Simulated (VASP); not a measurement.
Sn:

```xyz
2
Lattice="0.0000 3.2333 3.2333 3.2333 0.0000 3.2333 3.2333 3.2333 0.0000" Properties=species:S:1:pos:R:3 pbc="T T T"
Sn    4.8500    4.8500    4.8500
Sn    3.2333    3.2333    3.2333
```

This isn't the form of Sn at room conditions, which is tetragonal (white tin).

```yaml
Program: VASP 6.6.1
Task: relaxation of cell and atoms
Functional: r2SCAN
Dispersion: D4
Potentials_or_basis: VASP PAW PBE potentials, release 64 (Sn_d)
Cutoff: 600 eV
k_mesh: 7 × 7 × 7
Occupations: fermi-dirac, width 0.05 eV
Spin: no spin polarisation
```

At the start: pressure 1.8 GPa; volume 33.80 Å³/atom.

Question: How do energy, volume and symmetry change on relaxing?

Answer: Over 3 steps the energy falls by 6.5 meV/atom and the volume is 35.04 Å³/atom (+3.7 %); space group Fd-3m (No. 227, to 0.1 Å) before and after.

Step by step:
```tsv
step	energy change (eV)	largest force (eV/Å)	pressure (GPa)	volume (Å³)
1	0.0000	0.0000	1.76	67.61
2	-0.0102	0.0000	-0.72	71.30
3	-0.0131	0.0000	0.00	70.07
```

Final structure:
```yaml
crystal:
  lattice:
    - [0.00000, 3.27223, 3.27223]
    - [3.27223, 0.00000, 3.27223]
    - [3.27223, 3.27223, 0.00000]
  atoms:
    - { symbol: Sn, position: [0.75000, 0.75000, 0.75000] }
    - { symbol: Sn, position: [0.50000, 0.50000, 0.50000] }
```

Caveat: the PAW data sets were made with another functional, which shifts forces and pressure a little.
